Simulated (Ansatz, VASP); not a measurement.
# MgO: VASP beside Ansatz

```xyz
4
Lattice="3.5565 0.0000 0.0000 -1.7783 3.0800 0.0000 0.0000 0.0000 4.4514" Properties=species:S:1:pos:R:3 pbc="T T T"
Mg    1.7783    1.0267    3.3385
Mg    0.0000    2.0533    1.1128
O     1.7783    1.0267    1.1128
O     0.0000    2.0533    3.3385
```

Alike in both runs: task single point; functional PBE; k mesh 9 × 9 × 6; occupations gaussian, width 0.05 eV; no spin polarisation.

|  | VASP | Ansatz |
| --- | --- | --- |
| version | VASP 6.6.1 | Ansatz 0.2.0 |
| potentials or method | VASP PAW PBE potentials, release 64 (Mg, O), cutoff 520 eV | scalar-relativistic, plane waves, PAW |
| valence electrons in the cell | 16 | 32 |

|  | VASP | Ansatz | Ansatz less VASP |
| --- | --- | --- | --- |
| gap on the k mesh at the Fermi level (eV) | 2.85 | 2.88 | +0.021 |
| least direct gap on the mesh (eV) | 2.85 | 2.88 | +0.021 |
| pressure (GPa) | -7.8 | -7.2 | +0.55 |
| traceless stress, the component that is largest in VASP (GPa) | -2.63 | -2.54 | +0.083 |

With one functional, cell and mesh, what is left measures potentials, basis and numerics. VASP's potentials hold 16 valence electrons a cell and Ansatz's 32, so a difference there can come from the potentials and not from the codes.
